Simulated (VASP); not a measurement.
# CO2 (Cmce) in VASP: settings compared

The runs below take CO2 through single point, with PBE, HSE06, PBE-based screened hybrid.

All numbers are computed with VASP 6.6.1; they aren't measurements. Logs are shortened: lines on timing, memory, paths and dates and some standing lists are left out, and cuts for length are marked.

**1. The cell of the first run**

Symmetry: Cmce, No. 64, orthorhombic system. The conventional cell has a = 5.286 Å, b = 4.760 Å, c = 6.427 Å, α = 90.00°, β = 90.00°, γ = 90.00°. Within 1.6 Å of C (site symmetry 2/m) lie 2 O at 1.16 Å. Within 1.6 Å of O (site symmetry m) lie 1 C at 1.16 Å.

**2. Single point, PBE**

Input file INCAR:

```
SYSTEM = CO2
PREC = Accurate ; ENCUT = 520
EDIFF = 1E-6 ; ISMEAR = 0
SIGMA = 0.01 ; LREAL = .False.
LASPH = .True. ; NELM = 100
ALGO = Normal ; ISIF = 2
LWAVE = .False. ; LCHARG = .True.
GGA = PE ; LELF = .True.
LVHAR = .True. ; NBANDS = 25
```

Input file KPOINTS:

```
regular mesh
0
Gamma
  6 6 4
  0 0 0
```

Input file POSCAR:

```
CO2
1.0
    2.6429049853     -2.3798751837      0.0000000000
    2.6429049853      2.3798751837      0.0000000000
    0.0000000000      0.0000000000      6.4270279489
C O
2 4
Direct
    0.0000000000      0.0000000000      0.0000000000
    0.5000000000      0.5000000000      0.5000000000
    0.8037318635      0.1962681365      0.8928652631
    0.1962681365      0.8037318635      0.1071347369
    0.6962681365      0.3037318635      0.3928652631
    0.3037318635      0.6962681365      0.6071347369
```

Potentials or basis: VASP PAW PBE potentials, release 64 (C, O).

Run with:

```
> cat potpaw_PBE.64/C/POTCAR potpaw_PBE.64/O/POTCAR > POTCAR
> mpirun -np 1 vasp_std > vasp.out
```

OUTCAR:

```text
SYSTEM = CO2
   PREC = Accurate
   ENCUT = 520
   EDIFF = 1E-6
   ISMEAR = 0
   LREAL = .False.
   LASPH = .True.
   NELM = 100
   ISIF = 2
   GGA = PE

 ion  position               nearest neighbor table
   1  0.000  0.000  0.000-   3 1.16   4 1.16
   2  0.500  0.500  0.500-   5 1.16   6 1.16
   3  0.804  0.196  0.893-   1 1.16
   4  0.196  0.804  0.107-   1 1.16
   5  0.696  0.304  0.393-   2 1.16
   6  0.304  0.696  0.607-   2 1.16

  LATTYP: Found a base centered orthorhombic cell.
 ALAT       =     4.7597503674
 B/A-ratio  =     1.1105225196
 C/A-ratio  =     1.3502867699

  Lattice vectors:

 A1 = (  -2.6429049853,  -2.3798751837,   0.0000000000)
 A2 = (   2.6429049853,  -2.3798751837,   0.0000000000)
 A3 = (   0.0000000000,   0.0000000000,   6.4270279489)

Analysis of symmetry for initial positions (statically):
=====================================================================
 Subroutine PRICEL returns:
 Original cell was already a primitive cell.

 Routine SETGRP: Setting up the symmetry group for a
 base centered orthorhombic supercell.

 Subroutine GETGRP returns: Found  8 space group operations
 (whereof  4 operations were pure point group operations)
 out of a pool of  8 trial point group operations.

The static configuration has the point symmetry C_2h.
 The point group associated with its full space group is D_2h.

Analysis of symmetry for dynamics (positions and initial velocities):
=====================================================================
 Subroutine PRICEL returns:
 Original cell was already a primitive cell.

 Routine SETGRP: Setting up the symmetry group for a
 base centered orthorhombic supercell.

 Subroutine GETGRP returns: Found  8 space group operations
 (whereof  4 operations were pure point group operations)
 out of a pool of  8 trial point group operations.

The dynamic configuration has the point symmetry C_2h.
 The point group associated with its full space group is D_2h.

 Subroutine INISYM returns: Found  8 space group operations
 (whereof  4 operations are pure point group operations),
 and found     1 'primitive' translations

----------------------------------------------------------------------------------------

                                     Primitive cell

  volume of cell :      80.8492

  direct lattice vectors                    reciprocal lattice vectors
     2.642904985 -2.379875184  0.000000000     0.189185764 -0.210095052  0.000000000
     2.642904985  2.379875184  0.000000000     0.189185764  0.210095052  0.000000000
     0.000000000  0.000000000  6.427027949     0.000000000  0.000000000  0.155592913

  length of vectors
     3.556508492  3.556508492  6.427027949     0.282721036  0.282721036  0.155592913

  position of ions in fractional coordinates (direct lattice)
     0.000000000  0.000000000  0.000000000
     0.500000000  0.500000000  0.500000000
     0.803731863  0.196268137  0.892865263
     0.196268137  0.803731863  0.107134737
     0.696268137  0.303731863  0.392865263
     0.303731863  0.696268137  0.607134737

  ion indices of the primitive-cell ions
   primitive index   ion index
                 1           1
                 2           2
                 3           3
                 4           4
                 5           5
                 6           6

----------------------------------------------------------------------------------------

 KPOINTS: regular mesh

Automatic generation of k-mesh.
 Grid dimensions read from file:
 generate k-points for:    6    6    4

 Generating k-lattice:

  Cartesian coordinates                     Fractional coordinates (reciprocal lattice)
     0.031530961 -0.035015842  0.000000000     0.166666667  0.000000000  0.000000000
     0.031530961  0.035015842  0.000000000     0.000000000  0.166666667  0.000000000
     0.000000000  0.000000000  0.038898228     0.000000000  0.000000000  0.250000000

  Length of vectors
     0.047120173  0.047120173  0.038898228

  Shift w.r.t. Gamma in fractional coordinates (k-lattice)
     0.000000000  0.000000000  0.000000000

 Subroutine IBZKPT returns following result:
 ===========================================

 Found     39 irreducible k-points:

 Following reciprocal coordinates:
            Coordinates               Weight
  0.000000  0.000000  0.000000      1.000000
  0.166667  0.000000  0.000000      4.000000
  0.333333  0.000000  0.000000      4.000000
  0.500000  0.000000  0.000000      2.000000
  0.166667  0.166667  0.000000      2.000000
  0.333333  0.166667  0.000000      4.000000
[... 16 lines left out ...]
  0.333333  0.333333  0.250000      4.000000
  0.500000  0.333333  0.250000      8.000000
 [... further k-points ...]
   k-points           NKPTS =     39   k-points in BZ     NKDIM =     39   number of bands    NBANDS=     25
   number of dos      NEDOS =    301   number of ions     NIONS =      6
   total plane-waves  NPLWV =  37632
   dimension x,y,z NGX =    28 NGY =   28 NGZ =   48
   dimension x,y,z NGXF=    56 NGYF=   56 NGZF=   96
   ions per type =               2   4
   NGX,Y,Z   is equivalent  to a cutoff of  13.09, 13.09, 12.42 a.u.
   NGXF,Y,Z  is equivalent  to a cutoff of  26.18, 26.18, 24.83 a.u.
 SYSTEM =  CO2
   PREC   = accura    normal or accurate (medium, high low for compatibility)
   ISTART =      0    job   : 0-new  1-cont  2-samecut
   ICHARG =      2    charge: 1-file 2-atom 10-const
   ISPIN  =      1    spin polarized calculation?
   LNONCOLLINEAR =      F non collinear calculations
   LSORBIT =      F    spin-orbit coupling
   LASPH  =      T    aspherical Exc in radial PAW
   ENCUT  =  520.0 eV  38.22 Ry    6.18 a.u.   6.61  6.61 11.95*2*pi/ulx,y,z
   NELM   =    100;   NELMIN=  2; NELMDL= -5     # of ELM steps
   EDIFF  = 0.1E-05   stopping-criterion for ELM
   LREAL  =      F    real-space projection
   EDIFFG = 0.1E-04   stopping-criterion for IOM
   NSW    =      0    number of steps for IOM
   IBRION =     -1    ionic relax: 0-MD 1-quasi-New 2-CG
   NFREE  =      0    steps in history (QN), initial steepest desc. (CG)
   ISIF   =      2    stress and relaxation
   ISYM   =      2    0-nonsym 1-usesym 2-fastsym
   POTIM  = 0.5000    time-step for ionic-motion
   TEBEG  =    0.0;   TEEND  =   0.0 temperature during run
   PSTRESS=    0.0 pullay stress
   NELECT =      32.0000    total number of electrons
   NUPDOWN=      -1.0000    fix difference up-down
   EMIN   =  10.00;   EMAX   =-10.00  energy-range for DOS
   EFERMI =   0.00;   METHOD = LEGACY
   ISMEAR =     0;   SIGMA  =   0.01  broadening in eV -4-tet -1-fermi 0-gaus
   EFERMI_NEDOS =   21; number of points for ismear=-14 and -15
   IALGO  =     38    algorithm
   IMIX   =      4    mixing-type and parameters
     AMIX     =   0.40;   BMIX     =  1.00
     AMIX_MAG =   1.60;   BMIX_MAG =  1.00
  volume/ion in A,a.u.               =      13.47        90.93
  Fermi-wavevector in a.u.,A,eV,Ry     =   1.201986  2.271425 19.657304  1.444771
  Thomas-Fermi vector in A             =   2.337780
   LORBIT       =      0    0 simple, 1 ext, 2 COOP (PROOUT), +10 PAW based schemes
   GGA     = PE    functional components
   LHFCALC =     F    Hartree Fock is set to
   AEXX    =    0.0000 exact exchange contribution
   IVDW    =     0    specifies the selected vdW correction
   LEPSILON=     F    determine dielectric tensor
   LRPA    =     F    only Hartree local field effects (RPA)
 non-spin polarized calculation
 Gauss-broadening in eV      SIGMA  =   0.01
  energy-cutoff  :      520.00
  volume of cell :       80.85
 maximum number of plane-waves:      2196
 NGX is ok and might be reduce to    28
   NGX = 13   NGY = 13   NGZ = 23

 number of electron      32.0000018 magnetization

 Free energy of the ion-electron system (eV)
  ---------------------------------------------------
  ext. energy  EPLUGINS =         0.00000000
  ---------------------------------------------------
  free energy    TOTEN  =       -45.89627511 eV

  energy without entropy =      -45.89627511  energy(sigma->0) =      -45.89627511

 E-fermi :  -2.8201     XC(G=0):  -8.2873

 val. band max:       -2.9113708971   @ k =   0.5000   0.5000   0.0000
 cond. band min:       3.7692476698   @ k =   0.0000   0.0000   0.0000
 fundamental gap:      6.6806185669
 Fermi energy:        -2.8200694872

 k-point     1 :       0.0000    0.0000    0.0000
  band No.  band energies     occupation
      1     -23.9114      2.00000
      2     -23.7215      2.00000
      3     -22.6917      2.00000
      4     -22.6131      2.00000
      5      -8.1760      2.00000
      6      -8.1459      2.00000
[... 17 lines left out ...]
     24      13.0924      0.00000
     25      13.4862      0.00000

 k-point     2 :       0.1667    0.0000    0.0000
  band No.  band energies     occupation
      1     -23.8714      2.00000
      2     -23.7038      2.00000
      3     -22.6990      2.00000
      4     -22.6339      2.00000
      5      -8.3875      2.00000
      6      -8.1648      2.00000
[... 17 lines left out ...]
     24      12.2782      0.00000
     25      13.1951      0.00000

 k-point     3 :       0.3333    0.0000    0.0000
  band No.  band energies     occupation
      1     -23.7774      2.00000
      2     -23.6764      2.00000
      3     -22.7145      2.00000
      4     -22.6809      2.00000
      5      -8.5125      2.00000
      6      -8.2490      2.00000
[... 17 lines left out ...]
     24      11.1836      0.00000
     25      12.1032      0.00000

 k-point     4 :       0.5000    0.0000    0.0000
  band No.  band energies     occupation
      1     -23.6945      2.00000
      2     -23.6945      2.00000
      3     -22.7153      2.00000
      4     -22.7153      2.00000
      5      -8.4402      2.00000
      6      -8.4402      2.00000
[... 17 lines left out ...]
     24      10.9639      0.00000
     25      11.3641      0.00000

 k-point     5 :       0.1667    0.1667    0.0000
  band No.  band energies     occupation
      1     -23.8479      2.00000
      2     -23.6799      2.00000
      3     -22.7023      2.00000
      4     -22.6466      2.00000
      5      -8.2824      2.00000
      6      -8.2531      2.00000
[... 17 lines left out ...]
     24      12.9776      0.00000
     25      13.0842      0.00000

 k-point     6 :       0.3333    0.1667    0.0000
  band No.  band energies     occupation
      1     -23.7701      2.00000
      2     -23.6435      2.00000
      3     -22.7150      2.00000
      4     -22.6871      2.00000
      5      -8.4017      2.00000
      6      -8.3812      2.00000
[... 17 lines left out ...]
     24      11.7008      0.00000
     25      12.3230      0.00000
[... 393 lines left out ...]
 k-point    21 :      -0.3333    0.1667    0.2500
  band No.  band energies     occupation
      1     -23.7167      2.00000
      2     -23.6808      2.00000
      3     -22.7204      2.00000
      4     -22.7005      2.00000
      5      -8.4649      2.00000
      6      -8.1892      2.00000
[... 17 lines left out ...]
     24      11.3565      0.00000
     25      11.4991      0.00000

 k-point    22 :      -0.1667    0.1667    0.2500
  band No.  band energies     occupation
      1     -23.8026      2.00000
      2     -23.7127      2.00000
      3     -22.7005      2.00000
      4     -22.6636      2.00000
      5      -8.4627      2.00000
      6      -8.1118      2.00000
[... 17 lines left out ...]
     24      11.7754      0.00000
     25      12.3887      0.00000

 k-point    23 :       0.3333    0.3333    0.2500
  band No.  band energies     occupation
      1     -23.7009      2.00000
      2     -23.6146      2.00000
      3     -22.7213      2.00000
      4     -22.7136      2.00000
      5      -8.5559      2.00000
      6      -8.4195      2.00000
[... 17 lines left out ...]
     24      11.6572      0.00000
     25      11.8732      0.00000

 k-point    24 :       0.5000    0.3333    0.2500
  band No.  band energies     occupation
      1     -23.6559      2.00000
      2     -23.5973      2.00000
      3     -22.7355      2.00000
      4     -22.7301      2.00000
      5      -8.5800      2.00000
      6      -8.3646      2.00000
[... 17 lines left out ...]
     24      10.8320      0.00000
     25      11.2488      0.00000

 [... further k-points ...]
[... 5 lines left out ...]
  --------------------------------------------------------------------------------------
  -------------------------------------------------------------------------------------
  Total        1.1772908      5.4620154      3.4725375      0.0000000     -0.0000000      0.0000000
  in kB       23.3301968    108.2399505     68.8147612      0.0000000     -0.0000000      0.0000000
  external PRESSURE =      66.7949695 kB  Pullay stress =       0.0000000 kB

 VOLUME and BASIS-vectors are now :
 -----------------------------------------------------------------------------
  energy-cutoff  :      520.00
  volume of cell :       80.85
      direct lattice vectors                 reciprocal lattice vectors
     2.642904985 -2.379875184  0.000000000     0.189185764 -0.210095052  0.000000000
     2.642904985  2.379875184  0.000000000     0.189185764  0.210095052  0.000000000
     0.000000000  0.000000000  6.427027949     0.000000000  0.000000000  0.155592913

 POSITION                                       TOTAL-FORCE (eV/Angst)
 -----------------------------------------------------------------------------------
      0.00000      0.00000      0.00000         0.000000     -0.000000     -0.000000
      2.64290      0.00000      3.21351         0.000000     -0.000000     -0.000000
      2.64290     -1.44569      5.73847         0.000000      1.156714     -0.852560
      2.64290      1.44569      0.68856         0.000000     -1.156714      0.852560
      2.64290     -0.93419      2.52496         0.000000     -1.156714     -0.852560
      2.64290      0.93419      3.90207         0.000000      1.156714      0.852560
 -----------------------------------------------------------------------------------
    total drift:                                0.000000     -0.000000     -0.000000

  FREE ENERGIE OF THE ION-ELECTRON SYSTEM (eV)
  ---------------------------------------------------
  free  energy   TOTEN  =       -45.8962751127 eV

  energy  without entropy=      -45.8962751127  energy(sigma->0) =      -45.89627511
```

Wall time 90 s (1 thread of Intel Xeon Platinum 8259CL at 2.50GHz (Skylake/Cascade Lake), shared host); peak memory 0.21 GiB.

What came out:

- Free energy: -45.8963 eV
- Pressure: 6.7 GPa
- Largest force: 1.437 eV/Å
- Band gap on the k mesh: 6.68 eV, indirect (least direct gap 7.24 eV)

Forces in eV/Å, atoms in the order of the input:
```
C    0.000  0.000  0.000
C    0.000  0.000  0.000
O    0.000  1.157 -0.853
O    0.000 -1.157  0.853
O    0.000 -1.157 -0.853
O    0.000  1.157  0.853
```

Levels at points of the mesh, in eV from the valence-band top:
```csv
k point,band 12,band 13,band 14,band 15,band 16,band 17,band 18,band 19,band 20,band 21
"(0.00, 0.00, 0.00)",-3.52,-1.03,-0.99,-0.65,-0.56,6.68,7.15,7.77,7.88,8.84
"(0.50, 0.00, 0.00)",-3.73,-0.73,-0.73,-0.30,-0.30,7.65,7.65,8.64,8.64,9.94
"(0.50, 0.50, 0.00)",-3.58,-1.06,-0.65,-0.33,0.00,7.86,8.95,9.02,9.13,10.39
"(0.00, 0.00, 0.50)",-3.60,-0.85,-0.85,-0.76,-0.76,7.50,7.50,7.81,7.81,8.37
"(0.50, 0.00, 0.50)",-3.61,-0.81,-0.81,-0.26,-0.26,7.73,7.73,8.69,8.69,9.77
"(0.50, 0.50, 0.50)",-4.07,-0.71,-0.71,-0.30,-0.30,8.46,8.46,8.98,8.98,11.32
```

Caveat: forces of over 1 eV/Å act on the atoms, so gaps and moduli don't describe the material at rest.

**3. Single point, HSE06**

POSCAR is that of step 2.

Input file INCAR.step1:

```
SYSTEM = CO2
PREC     = Accurate       ! precision mode
ENCUT    = 520            ! plane-wave cutoff, eV
EDIFF    = 1E-5           ! SCF threshold, eV
ISMEAR   = 0              ! smearing method
SIGMA    = 0.01           ! smearing width, eV
LREAL    = .FALSE.        ! projectors in reciprocal space
LASPH    = .TRUE.         ! aspherical terms in the spheres
NELM     = 100            ! most SCF steps
ALGO     = Normal         ! electronic algorithm
ISIF     = 2              ! what is computed and relaxed
LWAVE    = .TRUE.         ! write WAVECAR
LCHARG   = .FALSE.        ! write CHGCAR
NBANDS   = 25             ! bands
GGA      = PE             ! functional
```

Input file INCAR.step2:

```
SYSTEM = CO2
PREC     = Accurate       ! precision mode
ENCUT    = 520            ! plane-wave cutoff, eV
EDIFF    = 1E-6           ! SCF threshold, eV
ISMEAR   = 0              ! smearing method
SIGMA    = 0.01           ! smearing width, eV
LREAL    = .FALSE.        ! projectors in reciprocal space
LASPH    = .TRUE.         ! aspherical terms in the spheres
NELM     = 100            ! most SCF steps
ALGO     = Normal         ! electronic algorithm
ISIF     = 2              ! what is computed and relaxed
LWAVE    = .FALSE.        ! write WAVECAR
LCHARG   = .FALSE.        ! write CHGCAR
GGA      = PE             ! functional
LHFCALC  = .TRUE.         ! exact exchange
HFSCREEN = 0.2079         ! screening, 1/A
PRECFOCK = Fast         
NBANDS   = 25             ! bands
ISTART   = 1
```

Input file KPOINTS:

```
Automatic mesh
0
G
  4 4 2
  0 0 0
```

Potentials or basis: VASP PAW PBE potentials, release 64 (C, O).

Run with:

```
> cat potpaw_PBE.64/C/POTCAR potpaw_PBE.64/O/POTCAR > POTCAR
> cp INCAR.step1 INCAR
> mpirun -np 1 vasp_std > vasp.out
> cp INCAR.step2 INCAR
> mpirun -np 1 vasp_std > vasp.out
```

Wall time 12 min (1 thread of Intel Xeon Platinum 8259CL at 2.50GHz (Skylake/Cascade Lake), shared host); peak memory 0.3 GiB.

It converged, with:

```yaml
Free_energy: -56.7475 eV
Pressure: 2.0 GPa
Largest_force: 0.075 eV/Å
Band_gap_on_the_k_mesh: 8.41 eV, indirect (least direct gap 9.02 eV)
```

Forces on the atoms (eV/Å):
```
C    0.000  0.000  0.000
C    0.000  0.000  0.000
O    0.000  0.061 -0.045
O    0.000 -0.061  0.045
O    0.000 -0.061 -0.045
O    0.000  0.061  0.045
```

Stress tensor (GPa, compression positive):
```
1.89 0.00 0.00
0.00 2.26 0.00
0.00 0.00 1.99
```

Levels at points of the mesh, in eV from the valence-band top:
| k point | band 13 | band 14 | band 15 | band 16 | band 17 | band 18 | band 19 | band 20 |
| --- | --- | --- | --- | --- | --- | --- | --- | --- |
| (0.00, 0.00, 0.00) | -1.12 | -1.06 | -0.71 | -0.61 | 8.41 | 9.04 | 9.74 | 9.88 |
| (0.50, 0.00, 0.00) | -0.79 | -0.79 | -0.33 | -0.33 | 9.60 | 9.60 | 10.72 | 10.72 |
| (0.50, 0.50, 0.00) | -1.14 | -0.69 | -0.36 | 0.00 | 9.83 | 11.11 | 11.19 | 11.32 |
| (0.00, 0.00, 0.50) | -0.91 | -0.91 | -0.82 | -0.82 | 9.43 | 9.43 | 9.61 | 9.61 |
| (0.50, 0.00, 0.50) | -0.87 | -0.87 | -0.29 | -0.29 | 9.69 | 9.69 | 10.80 | 10.80 |
| (0.50, 0.50, 0.50) | -0.77 | -0.77 | -0.32 | -0.32 | 10.52 | 10.52 | 11.14 | 11.14 |

Caveat: the k points lie up to 0.49 Å⁻¹ apart; the PAW data sets were made with another functional, which shifts forces and pressure a little.

(Continued in part 2 of 2.)
